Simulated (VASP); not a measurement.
# PbS (F-43m) in VASP: notebook

Aim: see how the results for PbS move with the level of theory and the settings. Levels: PBE-based screened hybrid with 100 % exact exchange, PBE-based screened hybrid with 20 % exact exchange. Tasks: single point.

Everything below comes from runs of VASP 6.6.1. Logs are shortened: lines on timing, memory, paths and dates and some standing lists are left out, and cuts for length are marked.

## 1. The cell of the first run

It takes space group F-43m (No. 216, cubic). The conventional cell has a = 6.602 Å, b = 6.602 Å, c = 6.602 Å, α = 90.00°, β = 90.00°, γ = 90.00°. Pb (site symmetry -43m) has 4 S at 2.86 Å within 3.8 Å. Within 3.8 Å of S (site symmetry -43m) lie 4 Pb at 2.86 Å.

## 2. Single point, PBE-based screened hybrid with 100 % exact exchange

POSCAR reads:

```
PbS
1.0
    0.0000000000      3.3009774971      3.3009774971
    3.3009774971      0.0000000000      3.3009774971
    3.3009774971      3.3009774971      0.0000000000
Pb S
1 1
Direct
    0.0000000000      0.0000000000      0.0000000000
    0.2500000000      0.2500000000      0.2500000000
```

INCAR.step1 reads:

```
  PREC = Accurate
  ENCUT = 520
  EDIFF = 1E-5
  ISMEAR = 0
  SIGMA = 0.01
  LREAL = False
  LASPH = True
  NELM = 100
  ALGO = Normal
  ISIF = 2
  LWAVE = True
  LCHARG = False
  NBANDS = 17
  GGA = PE
```

INCAR.step2 reads:

```
  PREC = Accurate
  ENCUT = 520
  EDIFF = 1E-7
  ISMEAR = 0
  SIGMA = 0.01
  LREAL = False
  LASPH = True
  NELM = 100
  ALGO = Normal
  ISIF = 2
  LWAVE = False
  LCHARG = False
  GGA = PE
  LHFCALC = True
  AEXX = 1.0
  HFSCREEN = 0.1
  PRECFOCK = Normal
  NBANDS = 17
  ISTART = 1
  ALDAC = 1.0
  AGGAC = 1.0
```

KPOINTS reads:

```
Automatic mesh
0
Gamma
  4 4 4
```

Potentials or basis: VASP PAW PBE potentials, release 64 (Pb_d, S).

Run with:

```sh
$ cat potpaw_PBE.64/Pb_d/POTCAR potpaw_PBE.64/S/POTCAR > POTCAR
$ cp INCAR.step1 INCAR
$ mpirun -np 1 vasp_std > vasp.out
$ cp INCAR.step2 INCAR
$ mpirun -np 1 vasp_std > vasp.out
```

OUTCAR:

```text
PREC = Accurate
   ENCUT = 520
   EDIFF = 1E-7
   ISMEAR = 0
   LREAL = False
   LASPH = True
   NELM = 100
   ISIF = 2
   GGA = PE
   LHFCALC = True
   AEXX = 1.0
   HFSCREEN = 0.1
   PRECFOCK = Normal
   ISTART = 1

 ion  position               nearest neighbor table
   1  0.000  0.000  0.000-   2 2.86   2 2.86   2 2.86   2 2.86
   2  0.250  0.250  0.250-   1 2.86   1 2.86   1 2.86   1 2.86

  LATTYP: Found a face centered cubic cell.
 ALAT       =     6.6019549942

  Lattice vectors:

 A1 = (   0.0000000000,   3.3009774971,   3.3009774971)
 A2 = (   3.3009774971,   0.0000000000,   3.3009774971)
 A3 = (   3.3009774971,   3.3009774971,   0.0000000000)

Analysis of symmetry for initial positions (statically):
=====================================================================
 Subroutine PRICEL returns:
 Original cell was already a primitive cell.

 Routine SETGRP: Setting up the symmetry group for a
 face centered cubic supercell.

 Subroutine GETGRP returns: Found 24 space group operations
 (whereof 24 operations were pure point group operations)
 out of a pool of 48 trial point group operations.

The static configuration has the point symmetry T_d .

Analysis of symmetry for dynamics (positions and initial velocities):
=====================================================================
 Subroutine PRICEL returns:
 Original cell was already a primitive cell.

 Routine SETGRP: Setting up the symmetry group for a
 face centered cubic supercell.

 Subroutine GETGRP returns: Found 24 space group operations
 (whereof 24 operations were pure point group operations)
 out of a pool of 48 trial point group operations.

The dynamic configuration has the point symmetry T_d .

 Subroutine INISYM returns: Found 24 space group operations
 (whereof 24 operations are pure point group operations),
 and found     1 'primitive' translations

----------------------------------------------------------------------------------------

                                     Primitive cell

  volume of cell :      71.9379

  direct lattice vectors                    reciprocal lattice vectors
     0.000000000  3.300977497  3.300977497    -0.151470284  0.151470284  0.151470284
     3.300977497  0.000000000  3.300977497     0.151470284 -0.151470284  0.151470284
     3.300977497  3.300977497  0.000000000     0.151470284  0.151470284 -0.151470284

  length of vectors
     4.668287145  4.668287145  4.668287145     0.262354228  0.262354228  0.262354228

  position of ions in fractional coordinates (direct lattice)
     0.000000000  0.000000000  0.000000000
     0.250000000  0.250000000  0.250000000

  ion indices of the primitive-cell ions
   primitive index   ion index
                 1           1
                 2           2

----------------------------------------------------------------------------------------

 KPOINTS: Automatic mesh

Automatic generation of k-mesh.
 Grid dimensions read from file:
 generate k-points for:    4    4    4

 Generating k-lattice:

  Cartesian coordinates                     Fractional coordinates (reciprocal lattice)
    -0.037867571  0.037867571  0.037867571     0.250000000  0.000000000  0.000000000
     0.037867571 -0.037867571  0.037867571     0.000000000  0.250000000  0.000000000
     0.037867571  0.037867571 -0.037867571     0.000000000  0.000000000  0.250000000

  Length of vectors
     0.065588557  0.065588557  0.065588557

  Shift w.r.t. Gamma in fractional coordinates (k-lattice)
     0.000000000  0.000000000  0.000000000

 Subroutine IBZKPT returns following result:
 ===========================================

 Found      8 irreducible k-points:

 Following reciprocal coordinates:
            Coordinates               Weight
  0.000000  0.000000  0.000000      1.000000
  0.250000  0.000000  0.000000      8.000000
  0.500000  0.000000  0.000000      4.000000
  0.250000  0.250000  0.000000      6.000000
  0.500000  0.250000  0.000000     24.000000
 -0.250000  0.250000  0.000000     12.000000
  0.500000  0.500000  0.000000      3.000000
 -0.250000  0.500000  0.250000      6.000000
   k-points           NKPTS =      8   k-points in BZ     NKDIM =     64   number of bands    NBANDS=     17
   number of dos      NEDOS =    301   number of ions     NIONS =      2
   total plane-waves  NPLWV =  46656
   dimension x,y,z NGX =    36 NGY =   36 NGZ =   36
   dimension x,y,z NGXF=    72 NGYF=   72 NGZF=   72
   ions per type =               1   1
   NGX,Y,Z   is equivalent  to a cutoff of  12.82, 12.82, 12.82 a.u.
   NGXF,Y,Z  is equivalent  to a cutoff of  25.64, 25.64, 25.64 a.u.
 SYSTEM =  unknown system
   PREC   = accura    normal or accurate (medium, high low for compatibility)
   ISTART =      1    job   : 0-new  1-cont  2-samecut
   ICHARG =      0    charge: 1-file 2-atom 10-const
   ISPIN  =      1    spin polarized calculation?
   LNONCOLLINEAR =      F non collinear calculations
   LSORBIT =      F    spin-orbit coupling
   LASPH  =      T    aspherical Exc in radial PAW
   ENCUT  =  520.0 eV  38.22 Ry    6.18 a.u.   8.68  8.68  8.68*2*pi/ulx,y,z
   NELM   =    100;   NELMIN=  2; NELMDL=  0     # of ELM steps
   EDIFF  = 0.1E-06   stopping-criterion for ELM
   LREAL  =      F    real-space projection
   EDIFFG = 0.1E-05   stopping-criterion for IOM
   NSW    =      0    number of steps for IOM
   IBRION =     -1    ionic relax: 0-MD 1-quasi-New 2-CG
   NFREE  =      0    steps in history (QN), initial steepest desc. (CG)
   ISIF   =      2    stress and relaxation
   ISYM   =      3    0-nonsym 1-usesym 2-fastsym
   POTIM  = 0.5000    time-step for ionic-motion
   TEBEG  =    0.0;   TEEND  =   0.0 temperature during run
   PSTRESS=    0.0 pullay stress
   NELECT =      20.0000    total number of electrons
   NUPDOWN=      -1.0000    fix difference up-down
   EMIN   =  10.00;   EMAX   =-10.00  energy-range for DOS
   EFERMI =   0.00;   METHOD = LEGACY
   ISMEAR =     0;   SIGMA  =   0.01  broadening in eV -4-tet -1-fermi 0-gaus
   EFERMI_NEDOS =   21; number of points for ismear=-14 and -15
   IALGO  =     38    algorithm
   IMIX   =      1    mixing-type and parameters
     AMIX     =   0.40;   BMIX     =  1.00
     AMIX_MAG =   1.60;   BMIX_MAG =  1.00
  volume/ion in A,a.u.               =      35.97       242.73
  Fermi-wavevector in a.u.,A,eV,Ry     =   1.068478  2.019131 15.533028  1.141645
  Thomas-Fermi vector in A             =   2.204127
   LORBIT       =      0    0 simple, 1 ext, 2 COOP (PROOUT), +10 PAW based schemes
   GGA     = PE    functional components
   LHFCALC =     T    Hartree Fock is set to
   PRECFOCK=normal    Normal, Fast or Accurate (Low or Medium for compatibility)
   ENCUT4O =  -1.0   cutoff for four orbital integrals eV
   NKREDX  =     1    reduce k-point grid by
   NKREDY  =     1    reduce k-point grid by
   NKREDZ  =     1    reduce k-point grid by
   AEXX    =    1.0000 exact exchange contribution
   HFSCREEN=    0.1000 screening length (either q_TF or 0.3 A-1)
   HFSCREENC=   0.1000 screening length for correlation (either q_TF or 0.3 A-1)
   ENCUTFOCK=  -1.0 apply spherical cutoff to Coloumb kernel
   IVDW    =     0    specifies the selected vdW correction
   LEPSILON=     F    determine dielectric tensor
   LRPA    =     F    only Hartree local field effects (RPA)
 non-spin polarized calculation
 Gauss-broadening in eV      SIGMA  =   0.01
  energy-cutoff  :      520.00
  volume of cell :       71.94
 maximum number of plane-waves:      1964
 NGX is ok and might be reduce to    36
  NGX = 28; NGY = 28; NGZ = 28

 number of electron      19.9999996 magnetization

 Free energy of the ion-electron system (eV)
  ---------------------------------------------------
  ext. energy  EPLUGINS =         0.00000000
  ---------------------------------------------------
  free energy    TOTEN  =       -17.29406748 eV

  energy without entropy =      -17.29406748  energy(sigma->0) =      -17.29406748

 E-fermi :   0.7757     XC(G=0):  -2.0625

 val. band max:        0.6725358218   @ k =  -0.2500   0.5000   0.2500
 cond. band min:       5.0576216456   @ k =   0.5000   0.5000   0.0000
 fundamental gap:      4.3850858238
 Fermi energy:         0.7756586508

 k-point     1 :       0.0000    0.0000    0.0000
  band No.  band energies     occupation
      1     -22.9436      2.00000
      2     -22.9436      2.00000
      3     -22.9436      2.00000
      4     -22.8736      2.00000
      5     -22.8736      2.00000
      6     -17.6488      2.00000
[... 9 lines left out ...]
     16      14.2286      0.00000
     17      14.8450      0.00000

 k-point     2 :       0.2500    0.0000    0.0000
  band No.  band energies     occupation
      1     -22.9641      2.00000
      2     -22.9353      2.00000
      3     -22.9353      2.00000
      4     -22.8737      2.00000
      5     -22.8737      2.00000
      6     -17.2448      2.00000
[... 9 lines left out ...]
     16      13.0575      0.00000
     17      14.3804      0.00000

 k-point     3 :       0.5000    0.0000    0.0000
  band No.  band energies     occupation
      1     -22.9842      2.00000
      2     -22.9285      2.00000
      3     -22.9285      2.00000
      4     -22.8722      2.00000
      5     -22.8722      2.00000
      6     -16.7539      2.00000
[... 9 lines left out ...]
     16      14.4587      0.00000
     17      14.4587      0.00000

 k-point     4 :       0.2500    0.2500    0.0000
  band No.  band energies     occupation
      1     -22.9808      2.00000
      2     -22.9259      2.00000
      3     -22.9259      2.00000
      4     -22.8799      2.00000
      5     -22.8701      2.00000
      6     -17.1054      2.00000
[... 9 lines left out ...]
     16      14.8939      0.00000
     17      16.6417      0.00000

 k-point     5 :       0.5000    0.2500    0.0000
  band No.  band energies     occupation
      1     -22.9982      2.00000
      2     -22.9195      2.00000
      3     -22.9176      2.00000
      4     -22.8798      2.00000
      5     -22.8699      2.00000
      6     -16.5983      2.00000
[... 9 lines left out ...]
     16      14.8764      0.00000
     17      15.4869      0.00000

 k-point     6 :      -0.2500    0.2500    0.0000
  band No.  band energies     occupation
      1     -22.9864      2.00000
      2     -22.9256      2.00000
      3     -22.9242      2.00000
      4     -22.8749      2.00000
      5     -22.8736      2.00000
      6     -16.7724      2.00000
[... 9 lines left out ...]
     16      14.1582      0.00000
     17      15.6047      0.00000

 k-point     7 :       0.5000    0.5000    0.0000
  band No.  band energies     occupation
      1     -23.0151      2.00000
      2     -22.9079      2.00000
      3     -22.9079      2.00000
      4     -22.8872      2.00000
      5     -22.8665      2.00000
      6     -16.4215      2.00000
[... 9 lines left out ...]
     16      15.9790      0.00000
     17      16.0969      0.00000

 k-point     8 :      -0.2500    0.5000    0.2500
  band No.  band energies     occupation
      1     -23.0046      2.00000
      2     -22.9195      2.00000
      3     -22.9097      2.00000
      4     -22.8800      2.00000
      5     -22.8714      2.00000
      6     -16.4126      2.00000
[... 9 lines left out ...]
     16      15.1363      0.00000
     17      15.6404      0.00000

------------------------ aborting loop because EDIFF is reached ----------------------------------------

  FORCE on cell =-STRESS in cart. coord.  units (eV):
  Direction    XX          YY          ZZ          XY          YZ          ZX
  --------------------------------------------------------------------------------------
  -------------------------------------------------------------------------------------
  Total       -0.7149047     -0.7149047     -0.7149047      0.0000000      0.0000000      0.0000000
  in kB      -15.9221247    -15.9221247    -15.9221247      0.0000000      0.0000000      0.0000000
  external PRESSURE =     -15.9221247 kB  Pullay stress =       0.0000000 kB

 VOLUME and BASIS-vectors are now :
 -----------------------------------------------------------------------------
  energy-cutoff  :      520.00
  volume of cell :       71.94
      direct lattice vectors                 reciprocal lattice vectors
     0.000000000  3.300977497  3.300977497    -0.151470284  0.151470284  0.151470284
     3.300977497  0.000000000  3.300977497     0.151470284 -0.151470284  0.151470284
     3.300977497  3.300977497  0.000000000     0.151470284  0.151470284 -0.151470284

 POSITION                                       TOTAL-FORCE (eV/Angst)
 -----------------------------------------------------------------------------------
      0.00000      0.00000      0.00000        -0.000000     -0.000000     -0.000000
      1.65049      1.65049      1.65049         0.000000      0.000000      0.000000
 -----------------------------------------------------------------------------------
    total drift:                               -0.000004      0.000003     -0.000000

  FREE ENERGIE OF THE ION-ELECTRON SYSTEM (eV)
  ---------------------------------------------------
  free  energy   TOTEN  =       -17.2940674819 eV

  energy  without entropy=      -17.2940674819  energy(sigma->0) =      -17.29406748
```

Wall time 22 min (1 thread of AMD EPYC 7R13 (Zen 3), shared host); peak memory 0.29 GiB.

Results:

```yaml
Free_energy: -17.2941 eV
Pressure: -1.6 GPa
Band_gap_on_the_k_mesh: 4.39 eV (least direct gap 5.06 eV)
```

Levels at points of the mesh, in eV from the valence-band top:
| k point | band 8 | band 9 | band 10 | band 11 | band 12 | band 13 |
| --- | --- | --- | --- | --- | --- | --- |
| (0.00, 0.00, 0.00) | -3.06 | -3.06 | -3.06 | 6.63 | 6.63 | 6.63 |
| (0.50, 0.00, 0.00) | -3.70 | -3.70 | -2.33 | 7.45 | 7.45 | 7.85 |
| (0.50, 0.50, 0.00) | -4.58 | -4.58 | -0.67 | 4.39 | 10.15 | 10.15 |

Caveat: the structure was generated, so it needn't be the stable form of PbS; the PAW data sets were made with another functional, which shifts forces and pressure a little; spin-orbit coupling is left out, which moves the levels of the heavy elements. A k mesh can miss the band edges.

## 3. Single point, PBE-based screened hybrid with 20 % exact exchange

POSCAR is that of step 2.

INCAR.step1 reads:

```
SYSTEM = PbS
ALGO = Normal ; EDIFF = 1E-5
ENCUT = 520 ; GGA = PE
ISIF = 2 ; ISMEAR = 0
LASPH = .True. ; LCHARG = .False.
LREAL = .False. ; LWAVE = .True.
NBANDS = 17 ; NELM = 80
PREC = Accurate ; SIGMA = 0.01
```

INCAR.step2 reads:

```
SYSTEM = PbS
AEXX = 0.2 ; ALGO = Normal
EDIFF = 1E-6 ; ENCUT = 520
GGA = PE ; HFSCREEN = 0.1
ISIF = 2 ; ISMEAR = 0
ISTART = 1 ; LASPH = .True.
LCHARG = .False. ; LHFCALC = .True.
LREAL = .False. ; LWAVE = .False.
NBANDS = 17 ; NELM = 80
PREC = Accurate ; PRECFOCK = Normal
SIGMA = 0.01
```

KPOINTS reads:

```
k-points
0
Gamma
  4 4 4
  0 0 0
```

Potentials or basis: VASP PAW PBE potentials, release 64 (Pb_d, S).

Run with:

```sh
$ cat potpaw_PBE.64/Pb_d/POTCAR potpaw_PBE.64/S/POTCAR > POTCAR
$ cp INCAR.step1 INCAR
$ mpirun -np 1 vasp_std > vasp.out
$ cp INCAR.step2 INCAR
$ mpirun -np 1 vasp_std > vasp.out
```

Wall time 11 min (1 thread of AMD EPYC 7R13 (Zen 3), shared host); peak memory 0.29 GiB.

It converged, with:

| Property | Result |
| --- | --- |
| Free energy | -10.0562 eV |
| Pressure | 0.0 GPa |
| Band gap on the k mesh | 1.42 eV (least direct gap 1.95 eV) |

Levels at points of the mesh, in eV from the valence-band top:
```tsv
k point	band 8	band 9	band 10	band 11	band 12	band 13
(0.00, 0.00, 0.00)	-1.99	-1.99	-1.99	3.23	3.23	3.23
(0.50, 0.00, 0.00)	-2.54	-2.54	-2.05	3.98	3.98	4.41
(0.50, 0.50, 0.00)	-3.28	-3.28	-0.52	1.42	6.05	6.05
```

Caveat: the structure was generated, so it needn't be the stable form of PbS; the PAW data sets were made with another functional, which shifts forces and pressure a little; spin-orbit coupling is left out, which moves the levels of the heavy elements.
